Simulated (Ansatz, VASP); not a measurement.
**One calculation of Sn4P, two programs**

```
CELL_PARAMETERS angstrom
4.08338 0.00000 0.00000
-2.04169 3.53631 0.00000
0.00000 0.00000 9.33770
ATOMIC_POSITIONS crystal
Sn 0.66667 0.33333 0.83393
Sn 0.33333 0.66667 0.16607
Sn 0.66667 0.33333 0.40177
Sn 0.33333 0.66667 0.59823
P 0.00000 0.00000 0.00000
```

Alike in both runs: functional PBE; k mesh 12 × 12 × 4; occupations gaussian, width 0.1 eV; no spin polarisation.

Ansatz relaxed the structure, and its values are those at the end. VASP's run is a single point on that final structure, the one shown.

```csv
,VASP,Ansatz
version,VASP 6.6.1,Ansatz 0.2.0
potentials or method,"VASP PAW PBE potentials, release 64 (Sn_d, P), cutoff 520 eV","scalar-relativistic, plane waves, PAW"
valence electrons in the cell,61,61
```

VASP gave:

- gap on the k mesh at the Fermi level (eV): none
- pressure (GPa): -0.1

Problem. What did Ansatz give for the same quantities?

Solution. gap on the k mesh at the Fermi level (eV): none; pressure (GPa): 0.0.

A gap of «none» marks a metal or a gap that the smearing closes.
